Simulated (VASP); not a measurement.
Wanted: the native input for a VASP 6.6.1 run.

```
Task                   : electric field gradients
Functional             : LDA
Potentials or basis    : VASP PAW LDA potentials, release 64 (Sn_d, Pt)
Cutoff                 : 520 eV
k mesh                 : 8 × 8 × 8
Occupations            : fermi-dirac, width 0.05 eV
Spin                   : no spin polarisation
Dipole correction      : no
Further INCAR settings : ALGO = Normal; EDIFF = 1e-08; NBANDS = 30
```

The structure of SnPt3 lies in POSCAR:

```
SnPt3
1.0
    4.0132891342      0.0000000000      0.0000000000
    0.0000000000      4.0132891342      0.0000000000
    0.0000000000      0.0000000000      4.0132891342
Sn Pt
1 3
Direct
    0.0000000000      0.0000000000      0.0000000000
    0.0000000000      0.5000000000      0.5000000000
    0.5000000000      0.0000000000      0.5000000000
    0.5000000000      0.5000000000      0.0000000000
```

This cell differs from its parent crystal: volume scaled by 1.01.

The input as run:

INCAR

```
SYSTEM = SnPt3
  ALGO = Normal
  EDIFF = 1E-8
  ENCUT = 520
  ISIF = 2
  ISMEAR = -1
  LASPH = .TRUE.
  LCHARG = .FALSE.
  LEFG = .TRUE.
  LREAL = .FALSE.
  LWAVE = .FALSE.
  NBANDS = 30
  NELM = 100
  PREC = Accurate
  SIGMA = 0.05
```

KPOINTS

```
k-points
0
G
  8 8 8
  0 0 0
```

Potentials or basis: VASP PAW LDA potentials, release 64 (Sn_d, Pt).

Launch:

```sh
$ cat potpaw_LDA.64/Sn_d/POTCAR potpaw_LDA.64/Pt/POTCAR > POTCAR
$ mpirun -np 1 vasp_std > vasp.out
```

It gave:

```json
{
  "Pressure": "-5.1 GPa",
  "Band gap on the k mesh": "zero (band 22 reaches 11.76 eV, above the bottom of band 23 at 11.31 eV)"
}
```

Caveat: without QUAD_EFG the Cq values of the log hold for a quadrupole moment of 1 mb, not for the nuclei; spin-orbit coupling is left out, which moves the levels of the heavy elements.

It took 22 s on 1 thread of Intel(R) Xeon(R) 6975P-C (Granite Rapids) (shared host), peak memory 0.18 GiB.
